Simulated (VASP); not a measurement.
Cu, 2 atoms in the cell. It takes space group P6_3/mmc (No. 194, hexagonal). The conventional cell has a = 2.569 Å, b = 2.569 Å, c = 4.191 Å, α = 90.00°, β = 90.00°, γ = 120.00°. Within 3.4 Å of Cu (site symmetry -6m2) lie 12 Cu at 2.57 Å. 

```yaml
Program: VASP 6.6.1
Task: single point
Functional: PBE
Potentials_or_basis: VASP PAW PBE potentials, release 64 (Cu)
Cutoff: 520 eV
k_mesh: 18 × 18 × 10
Occupations: gaussian, width 0.05 eV
Spin: no spin polarisation
Dipole_correction: no
Further_INCAR_settings: ALGO = Fast; EDIFF = 1e-07; NBANDS = 18
```

Potentials or basis: VASP PAW PBE potentials, release 64 (Cu).

Run with:

```sh
$ cat potpaw_PBE.64/Cu/POTCAR > POTCAR
$ mpirun -np 1 vasp_std > vasp.out
```

Hardware: 1 thread of Intel(R) Xeon(R) Platinum 8488C (Sapphire Rapids), with other jobs on the host.

Question: How long does it take, and how much memory?

Answer: It took 57 s on 1 thread of Intel(R) Xeon(R) Platinum 8488C (Sapphire Rapids), with other jobs on the host, peak memory 0.19 GiB. Counts: scf iterations 16, k points 222.
